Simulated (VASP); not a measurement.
**KNb3O: single point with PBE**

Crystal: KNb3O.

```
K Nb O
1.0
     3.54701    0.00000    0.00000
     0.00000    3.54701    0.00000
     0.00000    0.00000    7.15530
K Nb O
1 3 1
Cartesian
  1.7735 1.7735 3.5777
  1.7735 1.7735 0.0000
  0.0000 0.0000 5.6821
  0.0000 0.0000 1.4732
  0.0000 0.0000 3.5777
```

The cell was generated, and may not be a known phase.

* Program: VASP 6.6.1
* Task: single point
* Functional: PBE
* Potentials or basis: VASP PAW PBE potentials, release 64 (K_sv, Nb_sv, O)
* Cutoff: 520 eV
* k mesh: 4 × 4 × 4
* Occupations: gaussian, width 0.1 eV
* Spin: no spin polarisation

```
Pressure               : -0.2 GPa
Band gap on the k mesh : zero (bands 27 and 28 overlap by 0.84 eV)
```

Stress tensor (GPa, compression positive):
```
-0.10  0.00  0.00
 0.00 -0.10  0.00
 0.00  0.00 -0.32
```

Levels at points of the mesh, in eV from the Fermi level:
| k point | band 23 | band 24 | band 25 | band 26 | band 27 | band 28 | band 29 | band 30 | band 31 | band 32 |
| --- | --- | --- | --- | --- | --- | --- | --- | --- | --- | --- |
| (0.00, 0.00, 0.00) | -2.44 | -2.06 | -0.91 | -0.31 | 0.51 | 0.51 | 0.91 | 0.91 | 1.62 | 1.89 |
| (0.50, 0.00, 0.00) | -1.97 | -1.22 | -1.20 | -0.52 | -0.50 | 0.49 | 0.66 | 1.75 | 2.32 | 2.41 |
| (0.50, 0.50, 0.00) | -0.86 | -0.86 | -0.73 | -0.59 | -0.59 | 0.44 | 0.44 | 1.75 | 2.41 | 2.56 |
| (0.00, 0.00, 0.50) | -2.71 | -1.67 | -1.09 | -0.29 | 0.12 | 0.12 | 0.74 | 0.74 | 1.57 | 2.27 |
| (0.50, 0.00, 0.50) | -2.02 | -1.59 | -1.13 | -0.27 | 0.33 | 0.55 | 1.26 | 1.96 | 2.07 | 2.27 |
| (0.50, 0.50, 0.50) | -1.34 | -1.34 | -1.19 | -0.74 | -0.74 | 1.72 | 1.72 | 2.40 | 2.40 | 2.45 |

Run time: 95 s on 1 thread of AMD EPYC 7R13, with other jobs on the host, peak memory 0.19 GiB.

Caveat: the k points lie up to 0.44 Å⁻¹ apart, too coarse for converged energies and pressures of a metal.
